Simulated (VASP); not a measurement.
# Si (Imma) in VASP: electric field gradients with PBE

Aim: the electric field gradients of Si with PBE.

All numbers are computed with VASP 6.6.1; they aren't measurements. Logs are shortened: lines on timing, memory, paths and dates and some standing lists are left out, and cuts for length are marked.

### Step 1. The cell of the first run

It takes space group Imma (No. 74, orthorhombic). The conventional cell has a = 4.502 Å, b = 4.737 Å, c = 2.550 Å, α = 90.00°, β = 90.00°, γ = 90.00°. Within 3.2 Å of Si (site symmetry mm2) lie 8 Si at 2.39 to 2.74 Å.

### Step 2. Electric field gradients, PBE

INCAR reads:

```
SYSTEM = Si
PREC = Accurate
ENCUT = 520
EDIFF = 1E-8
ISMEAR = -1
SIGMA = 0.05
LREAL = Auto
LASPH = .True.
NELM = 100
ALGO = Normal
ISIF = 2
LWAVE = .False.
LCHARG = .False.
GGA = PE
LEFG = .True.
NBANDS = 66
```

KPOINTS reads:

```
Automatic mesh
0
Gamma
  6 4 4
  0 0 0
```

POSCAR reads:

```
Si
1.0
   -4.5020000000      4.7370000000      2.5500000000
    6.7530000000     -7.1055000000      3.8250000000
    4.5020000000      4.7370000000     -2.5500000000
Si
24
Direct
    0.4035000000      0.0190000000      0.3750000000
    0.4035000000      0.0190000000      0.8750000000
    0.4035000000      0.3523333333      0.3750000000
    0.4035000000      0.3523333333      0.8750000000
    0.4035000000      0.6856666667      0.3750000000
    0.4035000000      0.6856666667      0.8750000000
    0.9035000000      0.0190000000      0.3750000000
    0.9035000000      0.0190000000      0.8750000000
    0.9035000000      0.3523333333      0.3750000000
    0.9035000000      0.3523333333      0.8750000000
    0.9035000000      0.6856666667      0.3750000000
    0.9035000000      0.6856666667      0.8750000000
    0.0965000000      0.3143333333      0.1250000000
    0.0965000000      0.3143333333      0.6250000000
    0.0965000000      0.6476666667      0.1250000000
    0.0965000000      0.6476666667      0.6250000000
    0.0965000000      0.9810000000      0.1250000000
    0.0965000000      0.9810000000      0.6250000000
    0.5965000000      0.3143333333      0.1250000000
    0.5965000000      0.3143333333      0.6250000000
    0.5965000000      0.6476666667      0.1250000000
    0.5965000000      0.6476666667      0.6250000000
    0.5965000000      0.9810000000      0.1250000000
    0.5965000000      0.9810000000      0.6250000000
```

Potentials or basis: VASP PAW PBE potentials, release 64 (Si).

Run with:

```
> cat potpaw_PBE.64/Si/POTCAR > POTCAR
> mpirun -np 1 vasp_std > vasp.out
```

OUTCAR:

```text
SYSTEM = Si
   PREC = Accurate
   ENCUT = 520
   EDIFF = 1E-8
   ISMEAR = -1
   LREAL = Auto
   LASPH = .True.
   NELM = 100
   ISIF = 2
   GGA = PE

 ion  position               nearest neighbor table
   1  0.404  0.019  0.375-  24 2.39  17 2.39  20 2.46  23 2.46  11 2.55   9 2.55  15 2.74  18 2.74

   2  0.404  0.019  0.875-  23 2.39  18 2.39  19 2.46  24 2.46  12 2.55  10 2.55  16 2.74  17 2.74

   3  0.404  0.352  0.375-  13 2.39  20 2.39  19 2.46  22 2.46   7 2.55  11 2.55  17 2.74  14 2.74
[... 39 lines left out ...]
  23  0.596  0.981  0.125-   2 2.39   7 2.39   6 2.46   1 2.46  13 2.55  15 2.55   9 2.74   8 2.74

  24  0.596  0.981  0.625-   1 2.39   8 2.39   5 2.46   2 2.46  14 2.55  16 2.55  10 2.74   7 2.74

  LATTYP: Found a triclinic cell.
 ALAT       =    15.0919436869
 B/A-ratio  =     1.0753281887
 C/A-ratio  =     1.0985440138
 COS(alpha) =     0.0048328064
 COS(beta)  =     0.4938155890
 COS(gamma) =     0.8682223970

  Lattice vectors:

 A1 = (   6.7530000000,  -7.1055000000, -11.4750000000)
 A2 = (  13.5060000000,  -4.7370000000,  -7.6500000000)
 A3 = (  -9.0040000000,  -9.4740000000, -10.2000000000)

Analysis of symmetry for initial positions (statically):
=====================================================================
 Subroutine PRICEL returns following result:

  LATTYP: Found a body centered orthorhombic cell.
 ALAT       =     2.5499999999
 B/A-ratio  =     1.7654901961
 C/A-ratio  =     1.8576470589

  Lattice vectors:

 A1 = (   2.2509999998,  -2.3684999998,   1.2749999999)
 A2 = (  -2.2509999998,  -2.3685000002,  -1.2749999999)
 A3 = (   2.2510000000,   2.3685000000,  -1.2750000000)

  12 primitive cells build up your supercell.

 Routine SETGRP: Setting up the symmetry group for a
 triclinic supercell.

 Subroutine GETGRP returns: Found  2 space group operations
 (whereof  2 operations were pure point group operations)
 out of a pool of  2 trial point group operations.

The static configuration has the point symmetry S_2 .

Analysis of symmetry for dynamics (positions and initial velocities):
[... 1689 lines left out ...]

 [... further k-points ...]

 [bands above 60 left out]

------------------------ aborting loop because EDIFF is reached ----------------------------------------

  FORCE on cell =-STRESS in cart. coord.  units (eV):
  Direction    XX          YY          ZZ          XY          YZ          ZX
  --------------------------------------------------------------------------------------
  -------------------------------------------------------------------------------------
  Total       31.8874562     37.1597386     27.2966041      0.3883871     -0.2143381      0.0734217
  in kB      156.5777873    182.4664098    134.0352093      1.9071073     -1.0524700      0.3605246
  external PRESSURE =     157.6931355 kB  Pullay stress =       0.0000000 kB

 VOLUME and BASIS-vectors are now :
 -----------------------------------------------------------------------------
  energy-cutoff  :      520.00
  volume of cell :      326.29
      direct lattice vectors                 reciprocal lattice vectors
    -4.502000000  4.737000000  2.550000000     0.000000000  0.105552037  0.196078431
     6.753000000 -7.105500000  3.825000000     0.074041167  0.000000000  0.130718954
     4.502000000  4.737000000 -2.550000000     0.111061750  0.105552037  0.000000000

 POSITION                                       TOTAL-FORCE (eV/Angst)
 -----------------------------------------------------------------------------------
     -0.00000      3.55275      0.14535         0.001682     -0.000049      0.008356
      2.25100      5.92125     -1.12965         0.001682     -0.000049      0.008356
      2.25100      1.18425      1.42035         0.001682     -0.000049      0.008356
      4.50200      3.55275      0.14535         0.001682     -0.000049      0.008356
      4.50200     -1.18425      2.69535         0.001682     -0.000049      0.008356
      6.75300      1.18425      1.42035         0.001682     -0.000049      0.008356
[... 16 lines left out ...]
      4.50200     -3.55275      4.95465        -0.001682      0.000049     -0.008356
      6.75300     -1.18425      3.67965        -0.001682      0.000049     -0.008356
 -----------------------------------------------------------------------------------
    total drift:                                0.000000     -0.000000      0.000000

  FREE ENERGIE OF THE ION-ELECTRON SYSTEM (eV)
  ---------------------------------------------------
  free  energy   TOTEN  =      -121.3450105298 eV

  energy  without entropy=     -121.2756704054  energy(sigma->0) =     -121.31034047

 Electric field gradients (V/A^2)
---------------------------------------------------------------------
 ion       V_xx      V_yy      V_zz      V_xy      V_xz      V_yz
---------------------------------------------------------------------
   1       9.028   -27.202    18.174     0.081     0.035    -0.095
   2       9.028   -27.202    18.174     0.081     0.035    -0.095
   3       9.028   -27.202    18.174     0.081     0.035    -0.095
   4       9.028   -27.202    18.174     0.081     0.035    -0.095
   5       9.028   -27.202    18.174     0.081     0.035    -0.095
   6       9.028   -27.202    18.174     0.081     0.035    -0.095
[... 16 lines left out ...]
  23       9.028   -27.202    18.174     0.081     0.035    -0.095
  24       9.028   -27.202    18.174     0.081     0.035    -0.095
---------------------------------------------------------------------

 Electric field gradients after diagonalization (V/A^2)
 (convention: |V_zz| > |V_xx| > |V_yy|)
----------------------------------------------------------------------
 ion       V_xx      V_yy      V_zz     asymmetry (V_yy - V_xx)/ V_zz
----------------------------------------------------------------------
   1      18.175     9.028   -27.203       0.336
   2      18.175     9.028   -27.203       0.336
   3      18.175     9.028   -27.203       0.336
   4      18.175     9.028   -27.203       0.336
   5      18.175     9.028   -27.203       0.336
   6      18.175     9.028   -27.203       0.336
[... 16 lines left out ...]
  23      18.175     9.028   -27.203       0.336
  24      18.175     9.028   -27.203       0.336
----------------------------------------------------------------------

           NMR quadrupolar parameters

 Cq : quadrupolar parameter    Cq=e*Q*V_zz/h
 eta: asymmetry parameters     (V_yy - V_xx)/ V_zz
 Q  : nuclear electric quadrupole moment in mb (millibarn)
----------------------------------------------------------------------
 ion       Cq(MHz)       eta       Q (mb)
----------------------------------------------------------------------
   1      -0.066       0.336       1.000
   2      -0.066       0.336       1.000
   3      -0.066       0.336       1.000
   4      -0.066       0.336       1.000
   5      -0.066       0.336       1.000
   6      -0.066       0.336       1.000
[... 16 lines left out ...]
  23      -0.066       0.336       1.000
  24      -0.066       0.336       1.000
----------------------------------------------------------------------
```

OSZICAR:

```text
N       E                     dE             d eps       ncg     rms          rms(c)
DAV:   1     0.221069047354E+03    0.22107E+03   -0.38952E+04  6864   0.126E+03
DAV:   2    -0.101478506376E+03   -0.32255E+03   -0.30352E+03  8172   0.183E+02
DAV:   3    -0.121172707839E+03   -0.19694E+02   -0.18756E+02  8496   0.372E+01
DAV:   4    -0.121600683371E+03   -0.42798E+00   -0.42225E+00  8288   0.591E+00
DAV:   5    -0.121608471881E+03   -0.77885E-02   -0.77730E-02  8366   0.717E-01    0.170E+01
DAV:   6    -0.121446749526E+03    0.16172E+00   -0.43710E-02  8254   0.684E-01    0.985E+00
DAV:   7    -0.121345381884E+03    0.10137E+00   -0.92391E-02  8016   0.102E+00    0.640E-01
DAV:   8    -0.121345130515E+03    0.25137E-03   -0.66560E-03  8026   0.281E-01    0.273E-01
DAV:   9    -0.121345017619E+03    0.11290E-03   -0.19378E-04  8392   0.508E-02    0.700E-02
DAV:  10    -0.121345012067E+03    0.55525E-05   -0.31958E-05  8400   0.177E-02    0.618E-03
DAV:  11    -0.121345010998E+03    0.10686E-05   -0.75668E-07  8384   0.309E-03    0.317E-03
DAV:  12    -0.121345010519E+03    0.47885E-06   -0.41418E-08  8072   0.715E-04    0.908E-04
DAV:  13    -0.121345010549E+03   -0.30361E-07   -0.15617E-08  4960   0.382E-04    0.168E-04
DAV:  14    -0.121345010517E+03    0.32040E-07   -0.22187E-09  4904   0.174E-04    0.218E-04
DAV:  15    -0.121345010531E+03   -0.13226E-07   -0.27145E-10  4848   0.643E-05    0.375E-05
DAV:  16    -0.121345010530E+03    0.88494E-09   -0.46215E-12  4712   0.271E-05
   1 F= -.12134501E+03 E0= -.12131034E+03  d E =-.693401E-01
```

Wall time 30 min (1 thread of Intel Xeon Platinum 8488C (Sapphire Rapids), shared host); peak memory 0.91 GiB.

Results:

| Item | Value |
| --- | --- |
| Free energy | -121.3450 eV |
| Pressure | 15.8 GPa |
| Largest force | 0.009 eV/Å |
| Band gap on the k mesh | zero (band 48 reaches 11.28 eV, above the bottom of band 49 at 10.34 eV) |

Forces on the atoms (eV/Å):
```
Si   0.002  0.000  0.008
Si   0.002  0.000  0.008
Si   0.002  0.000  0.008
Si   0.002  0.000  0.008
Si   0.002  0.000  0.008
Si   0.002  0.000  0.008
Si   0.002  0.000  0.008
Si   0.002  0.000  0.008
Si   0.002  0.000  0.008
Si   0.002  0.000  0.008
Si   0.002  0.000  0.008
Si   0.002  0.000  0.008
Si  -0.002  0.000 -0.008
Si  -0.002  0.000 -0.008
Si  -0.002  0.000 -0.008
Si  -0.002  0.000 -0.008
Si  -0.002  0.000 -0.008
Si  -0.002  0.000 -0.008
Si  -0.002  0.000 -0.008
Si  -0.002  0.000 -0.008
Si  -0.002  0.000 -0.008
Si  -0.002  0.000 -0.008
Si  -0.002  0.000 -0.008
Si  -0.002  0.000 -0.008
```

Levels at points of the mesh, in eV from the Fermi level:
```tsv
k point	band 46	band 47	band 48	band 49	band 50	band 51
(0.00, 0.00, 0.00)	-0.89	-0.02	0.06	0.06	0.07	0.07
(0.50, 0.00, 0.00)	-0.81	-0.03	-0.03	0.19	0.19	1.37
(0.00, 0.50, 0.00)	-0.35	-0.02	0.06	0.06	0.07	0.07
(0.50, 0.50, 0.00)	-2.12	-0.81	-0.81	0.32	0.32	0.56
(0.00, 0.00, 0.50)	-0.30	0.31	0.31	0.38	0.38	0.63
(0.50, 0.00, 0.50)	-0.82	-0.78	-0.78	0.27	0.27	0.72
(0.00, 0.50, 0.50)	-1.65	0.52	0.52	0.64	0.64	0.86
(0.50, 0.50, 0.50)	-0.82	-0.78	-0.78	-0.36	-0.36	0.27
```

Electric field gradients, principal values (V/Å²):
| atom | least | middle | greatest (by size) |
| --- | --- | --- | --- |
| 1 Si | 9.028 | 18.175 | -27.203 |
| 2 Si | 9.028 | 18.175 | -27.203 |
| 3 Si | 9.028 | 18.175 | -27.203 |
| 4 Si | 9.028 | 18.175 | -27.203 |
| 5 Si | 9.028 | 18.175 | -27.203 |
| 6 Si | 9.028 | 18.175 | -27.203 |
| 7 Si | 9.028 | 18.175 | -27.203 |
| 8 Si | 9.028 | 18.175 | -27.203 |
| 9 Si | 9.028 | 18.175 | -27.203 |
| 10 Si | 9.028 | 18.175 | -27.203 |
| 11 Si | 9.028 | 18.175 | -27.203 |
| 12 Si | 9.028 | 18.175 | -27.203 |
| 13 Si | 9.028 | 18.175 | -27.203 |
| 14 Si | 9.028 | 18.175 | -27.203 |
| 15 Si | 9.028 | 18.175 | -27.203 |
| 16 Si | 9.028 | 18.175 | -27.203 |
| 17 Si | 9.028 | 18.175 | -27.203 |
| 18 Si | 9.028 | 18.175 | -27.203 |
| 19 Si | 9.028 | 18.175 | -27.203 |
| 20 Si | 9.028 | 18.175 | -27.203 |
| 21 Si | 9.028 | 18.175 | -27.203 |
| 22 Si | 9.028 | 18.175 | -27.203 |
| 23 Si | 9.028 | 18.175 | -27.203 |
| 24 Si | 9.028 | 18.175 | -27.203 |

Caveat: without QUAD_EFG the Cq values of the log hold for a quadrupole moment of 1 mb, not for the nuclei.
